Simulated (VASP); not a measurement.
Be3N2, 5 atoms in the cell. It takes space group R3m (No. 160, trigonal). Conventional cell: a = 2.840 Å, b = 2.840 Å, c = 14.599 Å, α = 90.00°, β = 90.00°, γ = 120.00°. Within 2.2 Å of Be (site symmetry 3m) lie 4 N at 1.65 to 2.20 Å. Be (site symmetry 3m) has 4 N at 1.66 to 1.84 Å within 2.2 Å. Within 2.2 Å of Be (site symmetry 3m) lie 4 N at 1.68 to 1.78 Å. Within 2.2 Å of N (site symmetry 3m) lie 5 Be at 1.65 to 1.68 Å. N (site symmetry 3m) has 7 Be at 1.78 to 2.20 Å within 2.4 Å. 

```yaml
Program: VASP 6.6.1
Task: relaxation of cell and atoms
Functional: PBEsol
Dispersion: D3(BJ)
Potentials_or_basis: VASP PAW PBE potentials, release 64 (Be, N)
Cutoff: 600 eV
k_mesh: 5 × 5 × 5
Occupations: gaussian, width 0.01 eV
Spin: no spin polarisation
Dipole_correction: no
Further_INCAR_settings: ALGO = Normal; EDIFF = 1e-06; IBRION = 2; EDIFFG = -0.05; NSW = 80; ISIF = 3
```

Potentials or basis: VASP PAW PBE potentials, release 64 (Be, N).

Command:

```bash
$ cat potpaw_PBE.64/Be/POTCAR potpaw_PBE.64/N/POTCAR > POTCAR
$ mpirun -np 1 vasp_std > vasp.out
```

Hardware: 1 thread of Intel(R) Xeon(R) 6975P-C (Granite Rapids) (shared host).

How long does it take, and how much memory?

It took 32 s on 1 thread of Intel(R) Xeon(R) 6975P-C (Granite Rapids) (shared host), peak memory 0.26 GiB. Counts: scf iterations 30, k points 19, ion steps 4.
